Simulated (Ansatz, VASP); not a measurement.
# LiF: VASP beside Ansatz

```
Li F
1.0
     0.00000    1.99242    1.99242
     1.99242    0.00000    1.99242
     1.99242    1.99242    0.00000
Li F
1 1
Direct
  0.00000 0.00000 0.00000
  0.50000 0.50000 0.50000
```

Alike in both runs: task single point; functional PBE; k mesh 8 × 8 × 8; no spin polarisation.

```csv
,VASP,Ansatz
version,VASP 6.6.1,Ansatz 0.2.0
potentials or method,"VASP PAW PBE potentials, release 64 (Li_sv, F)","plane waves, PAW"
plane-wave cutoff (eV),520,420
occupations,"gaussian, width 0.01 eV",fixed
valence electrons in the cell,10,10
```

```csv
,VASP,Ansatz,Ansatz less VASP
gap on the k mesh at the Fermi level (eV),9.39,9.38,-0.003
```

Noted on VASP's run: the cutoff is short for stress, so the pressure is rough.
